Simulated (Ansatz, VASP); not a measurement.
## Two plane-wave programs on Na2Cl3

```
Na Cl
1.0
     4.58906    0.00000    0.00000
     0.00000    4.58906    0.00000
     0.00000    0.00000    8.52614
Na Cl
2 3
Direct
  0.00000 0.00000 0.69854
  0.00000 0.00000 0.30146
  0.00000 0.00000 0.00000
  0.00000 0.50000 0.50000
  0.50000 0.00000 0.50000
```

Alike in both runs: functional PBE; k mesh 4 × 4 × 4; occupations gaussian, width 0.1 eV; no spin polarisation.

Ansatz relaxed the structure, and its values are those at the end. VASP's run is a single point on that final structure, the one shown.

|  | VASP | Ansatz |
| --- | --- | --- |
| version | VASP 6.6.1 | Ansatz 0.2.0 |
| potentials or method | VASP PAW PBE potentials, release 64 (Na_pv, Cl), cutoff 520 eV | scalar-relativistic, plane waves, PAW |
| valence electrons in the cell | 35 | 39 |

Ansatz gave:

- gap on the k mesh at the Fermi level (eV): none
- pressure (GPa): 0.1
- rms of the force components (eV/Å): 0.003

**Question.** What did VASP give for the same quantities?

**Answer.** gap on the k mesh at the Fermi level (eV): none; pressure (GPa): 0.1; rms of the force components (eV/Å): 0.004.

A gap of «none» marks a metal or a gap that the smearing closes. VASP's potentials hold 35 valence electrons a cell and Ansatz's 39, so a difference there can come from the potentials and not from the codes.
